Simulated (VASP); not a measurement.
# V: single point with PBE

The system is V.

```xyz
1
Lattice="-1.5130 1.5130 1.5130 1.5130 -1.5130 1.5130 1.5130 1.5130 -1.5130" Properties=species:S:1:pos:R:3 pbc="T T T"
V     0.0000    0.0000    0.0000
```

- Program: VASP 6.6.1
- Task: single point
- Functional: PBE
- Potentials or basis: VASP PAW PBE potentials, release 64 (V_sv)
- Cutoff: 520 eV
- k mesh: 6 × 6 × 6
- Occupations: gaussian, width 0.1 eV
- Spin: collinear spin, ferromagnetic start
- Starting moments: [2.0] μB
- Dipole correction: no
- Further INCAR settings: ALGO = Normal; EDIFF = 1e-07; NBANDS = 16

```
Pressure                                              : -3.4 GPa
Net moment                                            : 0.62 μB per cell
Site moments                                          : V +0.49 μB
Valence electrons inside the program's atomic spheres : V 11.60
```

Levels at points of the mesh, in eV from the Fermi level:
Spin up:
```
           k point  band 5  band 6  band 7  band 8  band 9  band 10
(0.00, 0.00, 0.00)   -6.78    0.11    0.11    0.11    2.19     2.19
(0.50, 0.00, 0.00)   -3.33   -1.37    1.29    2.14    2.53     3.68
(0.50, 0.50, 0.50)   -3.05   -3.05    3.30    3.30    3.30     9.65
```
Spin down:
```
           k point  band 3  band 4  band 5  band 6  band 7  band 8  band 9  band 10
(0.00, 0.00, 0.00)  -36.91  -36.91   -6.34    0.65    0.65    0.65    2.44     2.44
(0.50, 0.00, 0.00)  -37.17  -36.92   -2.89   -0.83    1.72    2.49    2.79     4.20
(0.50, 0.50, 0.50)  -37.47  -37.47   -2.75   -2.75    3.83    3.83    3.83    10.17
```

Run time: 12 s on 1 thread of Intel Xeon 8259CL, with other jobs on the host, peak memory 0.13 GiB.

Caveat: the k points lie up to 0.49 Å⁻¹ apart.
